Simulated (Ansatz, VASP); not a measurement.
**One calculation of InSe, two programs**

INCAR

```
PREC = Accurate ; ENCUT = 600
EDIFF = 1E-7 ; ISMEAR = 0
SIGMA = 0.1 ; LREAL = False
LASPH = True ; NELM = 100
ALGO = Normal ; ISIF = 3
LWAVE = False ; LCHARG = False
GGA = PE ; IVDW = 12
IBRION = 2 ; NSW = 100
EDIFFG = -0.05
```

The input KPOINTS:

```
regular mesh
0
Gamma
  6 6 2
```

Contents of POSCAR:

```
InSe
1.0
    4.0499987506      0.0000000000      0.0000000000
   -2.0249993753      3.5074018033      0.0000000000
    0.0000000000      0.0000000000     16.9300000000
In Se
4 4
Direct
    0.3333333333      0.6666666667      0.1570000000
    0.6666666667      0.3333333333      0.6570000000
    0.3333333333      0.6666666667      0.3430000000
    0.6666666667      0.3333333333      0.8430000000
    0.3333333333      0.6666666667      0.6020000000
    0.6666666667      0.3333333333      0.1020000000
    0.3333333333      0.6666666667      0.8980000000
    0.6666666667      0.3333333333      0.3980000000
```

Input for Ansatz:

```yaml
crystal:
  lattice:
    - [4.0499987506, 0.0, 0.0]
    - [-2.0249993753, 3.5074018033, 0.0]
    - [0.0, 0.0, 16.93]
  atoms:
    - { symbol: In, position: [0.3333333333, 0.6666666667, 0.157] }
    - { symbol: In, position: [0.6666666667, 0.3333333333, 0.657] }
    - { symbol: In, position: [0.3333333333, 0.6666666667, 0.343] }
    - { symbol: In, position: [0.6666666667, 0.3333333333, 0.843] }
    - { symbol: Se, position: [0.3333333333, 0.6666666667, 0.602] }
    - { symbol: Se, position: [0.6666666667, 0.3333333333, 0.102] }
    - { symbol: Se, position: [0.3333333333, 0.6666666667, 0.898] }
    - { symbol: Se, position: [0.6666666667, 0.3333333333, 0.398] }
basis:
  ecutwfc: 420
kpoints:
  mp_grid: { grid: [6, 6, 2] }
hamiltonian:
  xc: pbe
  dispersion: d3bj
scf:
  occupations: { method: gaussian, width: 0.1 }
output:
  forces: true
  stress: true
  eigenvalues: true
relax:
  adjacent_minimum: "off"
  f_tol: 0.05
  max_steps: 80
  cell: { stress_tol: 0.5 }
```

Alike in both runs: task relaxation of cell and atoms; functional PBE; dispersion D3(BJ); k mesh 6 × 6 × 2; occupations gaussian, width 0.1 eV; no spin polarisation.

```csv
,VASP,Ansatz
version,VASP 6.6.1,Ansatz 0.2.0
potentials or method,"VASP PAW PBE potentials, release 64 (In_d, Se), cutoff 600 eV","scalar-relativistic, plane waves, PAW"
valence electrons in the cell,76,116
```

VASP gave:

* gap on the k mesh at the Fermi level, each at its own relaxed structure (eV): 0.47
* relaxed volume (Å³/atom): 29.88
* relaxed length of the cell vector where the two differ most in proportion (Å): 17.036

Task: What did Ansatz give for the same quantities?

Result: gap on the k mesh at the Fermi level, each at its own relaxed structure (eV): 0.32; relaxed volume (Å³/atom): 29.67; relaxed length of the cell vector where the two differ most in proportion (Å): 16.762.

VASP's potentials hold 76 valence electrons a cell and Ansatz's 116, so a difference there can come from the potentials and not from the codes.
